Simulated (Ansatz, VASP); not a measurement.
Given: the input of a run of Ansatz 0.2.0 on K.

input.yaml

```yaml
crystal:
  lattice:
    - [4.89512871, 0.0, 0.0]
    - [-1.6317095696, 4.6151716076, 0.0]
    - [-1.6317095696, -2.307585803, 3.9968558555]
  atoms:
    - { symbol: K, position: [0.0, 0.0, 0.0] }
kpoints:
  mp_grid: { grid: [7, 7, 7] }
scf:
  occupations: { method: methfessel_paxton, width: 0.1 }
hamiltonian:
  xc: lda
  pseudopotentials: { kind: all_electron, lapw: { basis_error: 0.001 } }
output:
  forces: true
  stress: true
  eigenvalues: true
```

Potentials or basis: all-electron LAPW, scalar-relativistic.

Command:

```bash
$ ansatz run input.yaml --threads 1 --pin off --max-ram 3072MiB --backend cpu --events-out ev --progress --plain --runs-dir out
```

Question: Set up the same calculation for VASP 6.6.1. Potentials there: VASP PAW LDA potentials, release 64 (K_sv).

Answer: As run (the cutoff follows the program's own potentials):

File INCAR:

```
PREC = Accurate ; ENCUT = 520
EDIFF = 1E-6 ; ISMEAR = 1
SIGMA = 0.1 ; LREAL = F
LASPH = T ; NELM = 100
ALGO = Fast ; ISIF = 2
LWAVE = F ; LCHARG = T
LELF = T ; LVHAR = T
NBANDS = 10
```

KPOINTS

```
Automatic mesh
0
Gamma
  7 7 7
```

POSCAR

```
K
1.0
    4.8951287100      0.0000000000      0.0000000000
   -1.6317095696      4.6151716076      0.0000000000
   -1.6317095696     -2.3075858030      3.9968558555
K
1
Direct
    0.0000000000      0.0000000000      0.0000000000
```

Potentials or basis: VASP PAW LDA potentials, release 64 (K_sv).

The run is started by

```bash
$ cat potpaw_LDA.64/K_sv/POTCAR > POTCAR
$ mpirun -np 1 vasp_std > vasp.out
```

Both were run:

|  | VASP | Ansatz | Ansatz less VASP |
| --- | --- | --- | --- |
| gap on the k mesh at the Fermi level (eV) | none | none | - |
| pressure (GPa) | -0.8 | -0.8 | +0.01 |

LDA's correlation is that of Perdew and Zunger in VASP and of Perdew and Wang (1992) in Ansatz. A gap of «none» marks a metal or a gap that the smearing closes. Ansatz ran all-electron here, and VASP with PAW potentials.
